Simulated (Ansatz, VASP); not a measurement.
**Two plane-wave programs on MgCdS4**

File INCAR:

```
PREC = Accurate
ENCUT = 600
EDIFF = 1E-6
ISMEAR = 0
SIGMA = 0.1
LREAL = F
LASPH = T
NELM = 60
ALGO = Normal
ISIF = 3
LWAVE = F
LCHARG = F
GGA = PE
IBRION = 2
NSW = 100
EDIFFG = -0.01
```

Contents of KPOINTS:

```
regular mesh
0
Gamma
  12 12 4
```

Contents of POSCAR:

```
MgCdS4
1.0
    4.4774316198      0.0000000000      0.0000000000
   -2.2387158099      3.8775695265      0.0000000000
    0.0000000000      0.0000000000      9.8016737326
Mg Cd S
1 1 4
Direct
    0.3333333333      0.6666666667      0.0000000000
    0.6666666667      0.3333333333      0.5000000000
    0.6666666667      0.3333333333      0.8941861109
    0.6666666667      0.3333333333      0.1058138891
    0.0000000000      0.0000000000      0.0000000000
    0.0000000000      0.0000000000      0.5000000000
```

Input for Ansatz:

```yaml
crystal:
  lattice:
    - [4.4774316198, 0.0, 0.0]
    - [-2.2387158099, 3.8775695265, 0.0]
    - [0.0, 0.0, 9.8016737326]
  atoms:
    - { symbol: Mg, position: [0.3333333333, 0.6666666667, 0.0] }
    - { symbol: Cd, position: [0.6666666667, 0.3333333333, 0.5] }
    - { symbol: S, position: [0.6666666667, 0.3333333333, 0.8941861109] }
    - { symbol: S, position: [0.6666666667, 0.3333333333, 0.1058138891] }
    - { symbol: S, position: [0.0, 0.0, 0.0] }
    - { symbol: S, position: [0.0, 0.0, 0.5] }
basis:
  ecutwfc: 420
kpoints:
  mp_grid: { grid: [12, 12, 4] }
hamiltonian:
  xc: pbe
scf:
  occupations: { method: gaussian, width: 0.1 }
output:
  forces: true
  stress: true
  eigenvalues: true
relax:
  adjacent_minimum: "off"
  f_tol: 0.01
  max_steps: 80
  cell: { stress_tol: 0.05 }
```

Alike in both runs: task relaxation of cell and atoms; functional PBE; k mesh 12 × 12 × 4; occupations gaussian, width 0.1 eV; no spin polarisation.

|  | VASP | Ansatz |
| --- | --- | --- |
| version | VASP 6.6.1 | Ansatz 0.2.0 |
| potentials or method | VASP PAW PBE potentials, release 64 (Mg, Cd, S), cutoff 600 eV | scalar-relativistic, plane waves, PAW |
| valence electrons in the cell | 38 | 54 |

```tsv
	VASP	Ansatz	Ansatz less VASP
gap on the k mesh at the Fermi level, each at its own relaxed structure (eV)	none	none	-
relaxed volume (Å³/atom)	28.32	28.36	+0.039
relaxed cell length with the largest relative difference (Å)	9.791	9.802	+0.0110
```

A gap of «none» marks a metal or a gap that the smearing closes. VASP's potentials hold 38 valence electrons a cell and Ansatz's 54, so a difference there can come from the potentials and not from the codes.
